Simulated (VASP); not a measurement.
Runs of VASP 6.6.1 on Si2B2C. The structure is that of space group P-3m1 (No. 164), or close to it. The cells are those of the table. 

```tsv
task	cell	k mesh	cutoff (eV)	gap on the mesh (eV)	pressure (GPa)	largest force (eV/Å)
single point	a = 3.411, b = 3.411, c = 5.318 Å, angles 90.0, 90.0, 120.0°, 5 atoms	6 × 6 × 4	520	none	(b)	(a)
relaxation of cell and atoms	relaxed from a = 3.998, b = 3.998, c = 4.103 Å, angles 90.0, 90.0, 120.0°, 5 atoms	6 × 6 × 4	600	none	-0.3	0.03
single point	a = 3.413, b = 3.413, c = 5.322 Å, angles 90.0, 90.0, 120.0°, 5 atoms	12 × 12 × 8	520	none	0.0	-
single point	a = 3.998, b = 3.998, c = 4.103 Å, angles 90.0, 90.0, 120.0°, 5 atoms	6 × 6 × 4	520	none	-10.8	0.31
```

Alike in all rows: level PBE; potentials or basis VASP PAW PBE potentials, release 64 (Si, B, C); no spin polarisation; smearing gaussian 0.1 eV.

Question: Estimate the missing entries.

Answer: (a) 0.01; (b) -0.2.

Caveats: some runs use coarse meshes.

A gap of «none» marks levels without a gap at the run's occupations.
